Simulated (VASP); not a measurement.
# LiF (P6_3mc) in VASP: a series of runs

LiF is run at these levels: LDA; tasks: single point.

Program: VASP 6.6.1. These are calculated values, not measurements. Logs are shortened: lines on timing, memory, paths and dates and some standing lists are left out, and cuts for length are marked.

**1. The cell of the first run**

The structure is hexagonal, space group P6_3mc (No. 186). The conventional cell has a = 3.079 Å, b = 3.079 Å, c = 5.089 Å, α = 90.00°, β = 90.00°, γ = 120.00°. Li (site symmetry 3m) has 4 F at 1.86 to 2.00 Å within 2.5 Å. Within 2.5 Å of F (site symmetry 3m) lie 4 Li at 1.86 to 2.00 Å.

**2. Single point, LDA (10.45 Å³/atom)**

The input, INCAR:

```
PREC = Accurate
ENCUT = 520
EDIFF = 1E-6
ISMEAR = 0
SIGMA = 0.05
LREAL = F
LASPH = T
NELM = 100
ALGO = Normal
ISIF = 2
LWAVE = F
LCHARG = F
NBANDS = 18
```

The input, KPOINTS:

```
regular mesh
0
Gamma
  9 9 6
```

The input, POSCAR:

```
LiF
1.0
    3.0791070745      0.0000000000      0.0000000000
   -1.5395535373      2.6665849475      0.0000000000
    0.0000000000      0.0000000000      5.0894560835
Li F
2 2
Direct
    0.3333333333      0.6666666667      0.3839784076
    0.6666666667      0.3333333333      0.8839784076
    0.3333333333      0.6666666667      0.9910195924
    0.6666666667      0.3333333333      0.4910195924
```

Potentials or basis: VASP PAW LDA potentials, release 64 (Li_sv, F).

Started as:

```bash
$ cat potpaw_LDA.64/Li_sv/POTCAR potpaw_LDA.64/F/POTCAR > POTCAR
$ mpirun -np 1 vasp_std > vasp.out
```

OUTCAR:

```text
PREC = Accurate
   ENCUT = 520
   EDIFF = 1E-6
   ISMEAR = 0
   LREAL = F
   LASPH = T
   NELM = 100
   ISIF = 2

 ion  position               nearest neighbor table
   1  0.333  0.667  0.384-   4 1.86   4 1.86   4 1.86   3 2.00
   2  0.667  0.333  0.884-   3 1.86   3 1.86   3 1.86   4 2.00
   3  0.333  0.667  0.991-   2 1.86   2 1.86   2 1.86   1 2.00
   4  0.667  0.333  0.491-   1 1.86   1 1.86   1 1.86   2 2.00

  LATTYP: Found a hexagonal cell.
 ALAT       =     3.0791070745
 C/A-ratio  =     1.6529000000

  Lattice vectors:

 A1 = (   3.0791070745,   0.0000000000,   0.0000000000)
 A2 = (  -1.5395535373,   2.6665849475,   0.0000000000)
 A3 = (   0.0000000000,   0.0000000000,   5.0894560835)

Analysis of symmetry for initial positions (statically):
=====================================================================
 Subroutine PRICEL returns:
 Original cell was already a primitive cell.

 Routine SETGRP: Setting up the symmetry group for a
 hexagonal supercell.

 Subroutine GETGRP returns: Found 12 space group operations
 (whereof  6 operations were pure point group operations)
 out of a pool of 24 trial point group operations.

The static configuration has the point symmetry C_3v.
 The point group associated with its full space group is C_6v.

Analysis of symmetry for dynamics (positions and initial velocities):
=====================================================================
 Subroutine PRICEL returns:
 Original cell was already a primitive cell.

 Routine SETGRP: Setting up the symmetry group for a
 hexagonal supercell.

 Subroutine GETGRP returns: Found 12 space group operations
 (whereof  6 operations were pure point group operations)
 out of a pool of 24 trial point group operations.

The dynamic configuration has the point symmetry C_3v.
 The point group associated with its full space group is C_6v.

 Subroutine INISYM returns: Found 12 space group operations
 (whereof  6 operations are pure point group operations),
 and found     1 'primitive' translations

----------------------------------------------------------------------------------------

                                     Primitive cell

  volume of cell :      41.7880

  direct lattice vectors                    reciprocal lattice vectors
     3.079107074  0.000000000  0.000000000     0.324769479  0.187505746  0.000000000
[... 90 lines left out ...]
   EDIFF  = 0.1E-05   stopping-criterion for ELM
   LREAL  =      F    real-space projection
   EDIFFG = 0.1E-04   stopping-criterion for IOM
   NSW    =      0    number of steps for IOM
   IBRION =     -1    ionic relax: 0-MD 1-quasi-New 2-CG
   NFREE  =      0    steps in history (QN), initial steepest desc. (CG)
   ISIF   =      2    stress and relaxation
   ISYM   =      2    0-nonsym 1-usesym 2-fastsym
   POTIM  = 0.5000    time-step for ionic-motion
   TEBEG  =    0.0;   TEEND  =   0.0 temperature during run
   PSTRESS=    0.0 pullay stress
   NELECT =      20.0000    total number of electrons
   NUPDOWN=      -1.0000    fix difference up-down
   EMIN   =  10.00;   EMAX   =-10.00  energy-range for DOS
   EFERMI =   0.00;   METHOD = LEGACY
   ISMEAR =     0;   SIGMA  =   0.05  broadening in eV -4-tet -1-fermi 0-gaus
   EFERMI_NEDOS =   21; number of points for ismear=-14 and -15
   IALGO  =     38    algorithm
   IMIX   =      4    mixing-type and parameters
     AMIX     =   0.40;   BMIX     =  1.00
     AMIX_MAG =   1.60;   BMIX_MAG =  1.00
  volume/ion in A,a.u.               =      10.45        70.50
  Fermi-wavevector in a.u.,A,eV,Ry     =   1.280563  2.419913 22.311401  1.639842
  Thomas-Fermi vector in A             =   2.412984
   LORBIT       =      0    0 simple, 1 ext, 2 COOP (PROOUT), +10 PAW based schemes
   GGA     = CA    functional components
   LHFCALC =     F    Hartree Fock is set to
   AEXX    =    0.0000 exact exchange contribution
   IVDW    =     0    specifies the selected vdW correction
   LEPSILON=     F    determine dielectric tensor
   LRPA    =     F    only Hartree local field effects (RPA)
 non-spin polarized calculation
 Gauss-broadening in eV      SIGMA  =   0.05
  energy-cutoff  :      520.00
  volume of cell :       41.79
 maximum number of plane-waves:      1146
 NGX is ok and might be reduce to    24
   NGX = 11   NGY = 11   NGZ = 19

 number of electron      19.9999974 magnetization

 Free energy of the ion-electron system (eV)
  ---------------------------------------------------
  ext. energy  EPLUGINS =         0.00000000
  ---------------------------------------------------
  free energy    TOTEN  =       -20.69306883 eV

  energy without entropy =      -20.69306883  energy(sigma->0) =      -20.69306883

 E-fermi :  -2.7671     XC(G=0):  -9.3095

 val. band max:       -3.0381521512   @ k =   0.0000   0.0000   0.0000
 cond. band min:       4.2093976292   @ k =   0.0000   0.0000   0.0000
 fundamental gap:      7.2475497804
 Fermi energy:        -2.7670766302

 k-point     1 :       0.0000    0.0000    0.0000
  band No.  band energies     occupation
      1     -42.4298      2.00000
      2     -42.3989      2.00000
      3     -21.9374      2.00000
      4     -21.7375      2.00000
      5      -5.1003      2.00000
      6      -3.3902      2.00000
[... 481 lines left out ...]
      5      -4.9347      2.00000
      6      -4.1858      2.00000
[... 10 lines left out ...]
     17      14.6236      0.00000
     18      17.2445      0.00000

 [... further k-points ...]

------------------------ aborting loop because EDIFF is reached ----------------------------------------

  FORCE on cell =-STRESS in cart. coord.  units (eV):
  Direction    XX          YY          ZZ          XY          YZ          ZX
  --------------------------------------------------------------------------------------
  -------------------------------------------------------------------------------------
  Total       -1.1657108     -1.1657108     -2.1989235      0.0000000      0.0000000      0.0000000
  in kB      -44.6940606    -44.6940606    -84.3080657      0.0000000      0.0000000      0.0000000
  external PRESSURE =     -57.8987290 kB  Pullay stress =       0.0000000 kB

 VOLUME and BASIS-vectors are now :
 -----------------------------------------------------------------------------
  energy-cutoff  :      520.00
  volume of cell :       41.79
      direct lattice vectors                 reciprocal lattice vectors
     3.079107074  0.000000000  0.000000000     0.324769479  0.187505746  0.000000000
    -1.539553537  2.666584948  0.000000000     0.000000000  0.375011492  0.000000000
     0.000000000  0.000000000  5.089456084     0.000000000  0.000000000  0.196484651

 POSITION                                       TOTAL-FORCE (eV/Angst)
 -----------------------------------------------------------------------------------
     -0.00000      1.77772      1.95424         0.000000      0.000000     -0.154032
      1.53955      0.88886      4.49897        -0.000000     -0.000000     -0.154032
     -0.00000      1.77772      5.04375        -0.000000      0.000000      0.154032
      1.53955      0.88886      2.49902         0.000000     -0.000000      0.154032
 -----------------------------------------------------------------------------------
    total drift:                                0.000000      0.000000     -0.001924

  FREE ENERGIE OF THE ION-ELECTRON SYSTEM (eV)
  ---------------------------------------------------
  free  energy   TOTEN  =       -20.6930688300 eV

  energy  without entropy=      -20.6930688300  energy(sigma->0) =      -20.69306883
```

Run time: 25 s. Hardware: 1 thread of Intel Xeon Platinum 8259CL at 2.50GHz (Skylake/Cascade Lake), shared host; peak memory 0.15 GiB.

What came out:

* Free energy: -20.6931 eV
* Largest force: 0.154 eV/Å
* Band gap on the k mesh: 7.25 eV

Forces in eV/Å, atoms in the order of the input:
```
Li   0.000  0.000 -0.154
Li   0.000  0.000 -0.154
F    0.000  0.000  0.154
F    0.000  0.000  0.154
```

Levels at points of the mesh, in eV from the valence-band top:
```
           k point  band 7  band 8  band 9  band 10  band 11  band 12  band 13  band 14
(0.00, 0.00, 0.00)   -0.35   -0.11   -0.11     0.00     7.25    11.13    14.25    18.17
(0.00, 0.00, 0.50)   -0.23   -0.23   -0.23    -0.23     8.85     8.85    16.37    16.37
```

Caveat: the cutoff is under 1.25 times the usual one of these potentials, so pressure, stress and relaxed cells hold a basis-set (Pulay) error; an odd mesh through Γ misses points on the zone boundary, where band edges can lie.

**3. Single point, LDA (10.45 Å³/atom)**

The input, INCAR:

```
PREC = Accurate ; ENCUT = 520
EDIFF = 1E-7 ; ISMEAR = 0
SIGMA = 0.05 ; LREAL = False
LASPH = True ; NELM = 80
ALGO = Normal ; ISIF = 2
LWAVE = False ; LCHARG = False
NBANDS = 18
```

The input, KPOINTS:

```
Automatic mesh
0
Gamma
  9 9 6
```

The input, POSCAR:

```
LiF
1.0
    3.2312056922      0.0000000000      0.0000000000
   -1.6156028461      2.7983062143      0.0000000000
    0.0000000000      0.0000000000      4.6215935016
Li F
2 2
Direct
    0.3333333333      0.6666666667      0.3839784076
    0.6666666667      0.3333333333      0.8839784076
    0.3333333333      0.6666666667      0.9910195924
    0.6666666667      0.3333333333      0.4910195924
```

Potentials or basis: VASP PAW LDA potentials, release 64 (Li_sv, F).

Started as:

```bash
$ cat potpaw_LDA.64/Li_sv/POTCAR potpaw_LDA.64/F/POTCAR > POTCAR
$ mpirun -np 1 vasp_std > vasp.out
```

OUTCAR:

```text
PREC = Accurate
   ENCUT = 520
   EDIFF = 1E-7
   ISMEAR = 0
   LREAL = False
   LASPH = True
   NELM = 80
   ISIF = 2

 ion  position               nearest neighbor table
   1  0.333  0.667  0.384-   3 1.82   4 1.93   4 1.93   4 1.93
   2  0.667  0.333  0.884-   4 1.82   3 1.93   3 1.93   3 1.93
   3  0.333  0.667  0.991-   1 1.82   2 1.93   2 1.93   2 1.93
   4  0.667  0.333  0.491-   2 1.82   1 1.93   1 1.93   1 1.93

  LATTYP: Found a hexagonal cell.
 ALAT       =     3.2312056922
 C/A-ratio  =     1.4303000000

  Lattice vectors:

 A1 = (   3.2312056922,   0.0000000000,   0.0000000000)
 A2 = (  -1.6156028461,   2.7983062143,   0.0000000000)
 A3 = (   0.0000000000,   0.0000000000,   4.6215935016)

Analysis of symmetry for initial positions (statically):
=====================================================================
 Subroutine PRICEL returns:
 Original cell was already a primitive cell.

 Routine SETGRP: Setting up the symmetry group for a
 hexagonal supercell.

 Subroutine GETGRP returns: Found 12 space group operations
 (whereof  6 operations were pure point group operations)
 out of a pool of 24 trial point group operations.

The static configuration has the point symmetry C_3v.
 The point group associated with its full space group is C_6v.

Analysis of symmetry for dynamics (positions and initial velocities):
=====================================================================
 Subroutine PRICEL returns:
 Original cell was already a primitive cell.

 Routine SETGRP: Setting up the symmetry group for a
 hexagonal supercell.

 Subroutine GETGRP returns: Found 12 space group operations
 (whereof  6 operations were pure point group operations)
 out of a pool of 24 trial point group operations.

The dynamic configuration has the point symmetry C_3v.
 The point group associated with its full space group is C_6v.

[... 119 lines left out ...]
   IALGO  =     38    algorithm
   IMIX   =      4    mixing-type and parameters
     AMIX     =   0.40;   BMIX     =  1.00
     AMIX_MAG =   1.60;   BMIX_MAG =  1.00
  volume/ion in A,a.u.               =      10.45        70.50
  Fermi-wavevector in a.u.,A,eV,Ry     =   1.280563  2.419913 22.311401  1.639842
  Thomas-Fermi vector in A             =   2.412984
   LORBIT       =      0    0 simple, 1 ext, 2 COOP (PROOUT), +10 PAW based schemes
   GGA     = CA    functional components
   LHFCALC =     F    Hartree Fock is set to
   AEXX    =    0.0000 exact exchange contribution
   IVDW    =     0    specifies the selected vdW correction
   LEPSILON=     F    determine dielectric tensor
   LRPA    =     F    only Hartree local field effects (RPA)
 non-spin polarized calculation
 Gauss-broadening in eV      SIGMA  =   0.05
  energy-cutoff  :      520.00
  volume of cell :       41.79
 maximum number of plane-waves:      1146
   NGX = 13   NGY = 13   NGZ = 17

 number of electron      20.0000031 magnetization

 Free energy of the ion-electron system (eV)
  ---------------------------------------------------
  ext. energy  EPLUGINS =         0.00000000
  ---------------------------------------------------
  free energy    TOTEN  =       -20.67874160 eV

  energy without entropy =      -20.67874160  energy(sigma->0) =      -20.67874160

 E-fermi :  -2.6156     XC(G=0):  -9.3075

 val. band max:       -2.9117246908   @ k =   0.0000   0.0000   0.0000
 cond. band min:       4.2128926765   @ k =   0.0000   0.0000   0.0000
 fundamental gap:      7.1246173673
 Fermi energy:        -2.6156233168

 k-point     1 :       0.0000    0.0000    0.0000
  band No.  band energies     occupation
      1     -42.4594      2.00000
      2     -42.4093      2.00000
      3     -21.9359      2.00000
      4     -21.6390      2.00000
      5      -5.1101      2.00000
      6      -3.5922      2.00000
[... 481 lines left out ...]
      5      -4.9445      2.00000
      6      -4.2160      2.00000
[... 10 lines left out ...]
     17      14.9941      0.00000
     18      16.9755      0.00000

 [... further k-points ...]

------------------------ aborting loop because EDIFF is reached ----------------------------------------

  FORCE on cell =-STRESS in cart. coord.  units (eV):
  Direction    XX          YY          ZZ          XY          YZ          ZX
  --------------------------------------------------------------------------------------
  -------------------------------------------------------------------------------------
  Total       -2.0728160     -2.0728160     -0.6466063      0.0000000      0.0000000      0.0000000
  in kB      -79.4730272    -79.4730272    -24.7912806      0.0000000      0.0000000      0.0000000
  external PRESSURE =     -61.2457783 kB  Pullay stress =       0.0000000 kB

 VOLUME and BASIS-vectors are now :
 -----------------------------------------------------------------------------
  energy-cutoff  :      520.00
  volume of cell :       41.79
      direct lattice vectors                 reciprocal lattice vectors
     3.231205692  0.000000000  0.000000000     0.309482000  0.178679516  0.000000000
    -1.615602846  2.798306214  0.000000000     0.000000000  0.357359032  0.000000000
     0.000000000  0.000000000  4.621593502     0.000000000  0.000000000  0.216375586

 POSITION                                       TOTAL-FORCE (eV/Angst)
 -----------------------------------------------------------------------------------
     -0.00000      1.86554      1.77459         0.000000      0.000000      0.217343
      1.61560      0.93277      4.08539         0.000000      0.000000      0.217343
     -0.00000      1.86554      4.58009         0.000000     -0.000000     -0.217343
      1.61560      0.93277      2.26929        -0.000000      0.000000     -0.217343
 -----------------------------------------------------------------------------------
    total drift:                                0.000000     -0.000000      0.000081

  FREE ENERGIE OF THE ION-ELECTRON SYSTEM (eV)
  ---------------------------------------------------
  free  energy   TOTEN  =       -20.6787416027 eV

  energy  without entropy=      -20.6787416027  energy(sigma->0) =      -20.67874160
```

stdout:

```text
POSCAR found type information on POSCAR LiF
 POSCAR found :  2 types and       4 ions
 scaLAPACK will be used
 LDA part: xc-table for (Slater(with rela. corr.)+CA(PZ))
 , standard interpolation
 POSCAR, INCAR and KPOINTS ok, starting setup
 FFT: planning ... GRIDC
 FFT: planning ... GRID_SOFT
 FFT: planning ... GRID
 WAVECAR not read
 entering main loop
```

Wall time 28 s (1 thread of Intel Xeon Platinum 8259CL at 2.50GHz (Skylake/Cascade Lake), shared host); peak memory 0.15 GiB.

Results:

```
Free energy            : -20.6787 eV
Largest force          : 0.217 eV/Å
Band gap on the k mesh : 7.12 eV
```

Forces on the atoms (eV/Å):
```
Li   0.000  0.000  0.217
Li   0.000  0.000  0.217
F    0.000  0.000 -0.217
F    0.000  0.000 -0.217
```

Levels at points of the mesh, in eV from the valence-band top:
```csv
k point,band 6,band 7,band 8,band 9,band 10,band 11,band 12,band 13,band 14,band 15
"(0.00, 0.00, 0.00)",-0.68,-0.68,-0.25,-0.25,0.00,7.12,11.82,14.86,16.93,16.93
"(0.00, 0.00, 0.50)",-1.13,-0.46,-0.46,-0.46,-0.46,8.92,8.92,17.16,17.16,17.16
```

Caveat: the cutoff is under 1.25 times the usual one of these potentials, so pressure, stress and relaxed cells hold a basis-set (Pulay) error; an odd mesh through Γ misses points on the zone boundary, where band edges can lie.
